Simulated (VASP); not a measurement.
The system is Ta4O.

```
Ta O
1.0
     5.07799    0.00000    0.00000
    -2.53899    4.39767    0.00000
     0.00000    0.00000    4.02232
Ta O
4 1
Direct
  0.41506 0.00000 0.50000
  0.00000 0.41506 0.50000
  0.58494 0.58494 0.50000
  0.00000 0.00000 0.50000
  0.00000 0.00000 0.00000
```

```yaml
Program: VASP 6.6.1
Task: relaxation of cell and atoms
Functional: PBE
Potentials_or_basis: VASP PAW PBE potentials, release 64 (Ta_pv, O)
Cutoff: 600 eV
k_mesh: 6 × 6 × 4
Occupations: gaussian, width 0.1 eV
Spin: no spin polarisation
```

At the start: pressure 51.7 GPa; volume 17.96 Å³/atom.

Task: How do energy, volume and symmetry change on relaxing?

Result: Over 15 steps the energy falls by 1778.6 meV/atom and the volume is 21.37 Å³/atom (+19.0 %); space group P6/mmm (No. 191, to 0.05 Å).

Step by step:
```tsv
step	energy change (eV)	largest force (eV/Å)	pressure (GPa)	volume (Å³)
1	0.0000	11.0853	51.71	89.82
2	0.0222	0.0438	-23.01	180.83
3	-7.9126	0.6911	-14.20	123.15
4	-8.1828	0.9626	-11.03	118.64
5	-8.2780	1.4539	-5.85	113.21
6	-8.2840	1.3609	-6.77	114.06
7	-8.6532	0.7915	6.19	102.56
8	-8.7045	0.9382	2.20	105.24
9	-8.8190	0.5196	0.19	106.70
10	-8.8477	0.0389	-3.02	109.44
11	-8.8621	0.1612	-1.87	108.44
12	-8.8816	0.0912	1.93	105.43
13	-8.8918	0.0038	0.48	106.50
14	-8.8919	0.0190	-0.39	107.19
15	-8.8930	0.0079	0.02	106.86
```

Final structure:
```cif
data_structure
_symmetry_space_group_name_H-M 'P 1'
_symmetry_Int_Tables_number 1
_cell_length_a 5.6790
_cell_length_b 5.6790
_cell_length_c 3.8259
_cell_angle_alpha 90.000
_cell_angle_beta 90.000
_cell_angle_gamma 120.000
_cell_volume 106.86
loop_
_atom_site_label
_atom_site_type_symbol
_atom_site_fract_x
_atom_site_fract_y
_atom_site_fract_z
_atom_site_occupancy
Ta1 Ta 0.50022 0.00000 0.50000 1
Ta2 Ta 0.00000 0.50022 0.50000 1
Ta3 Ta 0.49978 0.49978 0.50000 1
Ta4 Ta 0.00000 0.00000 0.50000 1
O1 O 0.00000 0.00000 0.00000 1
```

Caveat: the k points lie up to 0.41 Å⁻¹ apart in the final cell; the volume moved by over 15 % at a fixed basis, so the end points are rough.
